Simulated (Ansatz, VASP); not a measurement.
## One calculation of Hf3SiMo, two programs

```
Hf Si Mo
1.0
     4.81867    0.00000    0.00000
     0.00000    4.81867    0.00000
     0.00000    0.00000    4.81867
Hf Si Mo
3 1 1
Direct
  0.00000 0.50000 0.50000
  0.50000 0.00000 0.50000
  0.50000 0.50000 0.00000
  0.50000 0.50000 0.50000
  0.00000 0.00000 0.00000
```

Change from the starting cell: species swapped into the Sc3TlB type (Pm-3m, No. 221).

Alike in both runs: functional PBE; k mesh 4 × 4 × 4; occupations gaussian, width 0.1 eV; no spin polarisation.

Ansatz relaxed the structure, and its values are those at the end. VASP's run is a single point on that final structure, the one shown.

```csv
,VASP,Ansatz
version,VASP 6.6.1,Ansatz 0.2.0
potentials or method,"VASP PAW PBE potentials, release 64 (Hf_pv, Si, Mo_sv), cutoff 520 eV","scalar-relativistic, plane waves, PAW"
valence electrons in the cell,48,96
```

|  | VASP | Ansatz | Ansatz less VASP |
| --- | --- | --- | --- |
| gap on the k mesh at the Fermi level (eV) | none | none | - |
| pressure (GPa) | 0.2 | 0.3 | +0.10 |

A gap of «none» marks a metal or a gap that the smearing closes. VASP's potentials hold 48 valence electrons a cell and Ansatz's 96, so a difference there can come from the potentials and not from the codes.

Neither program's run includes spin-orbit coupling.
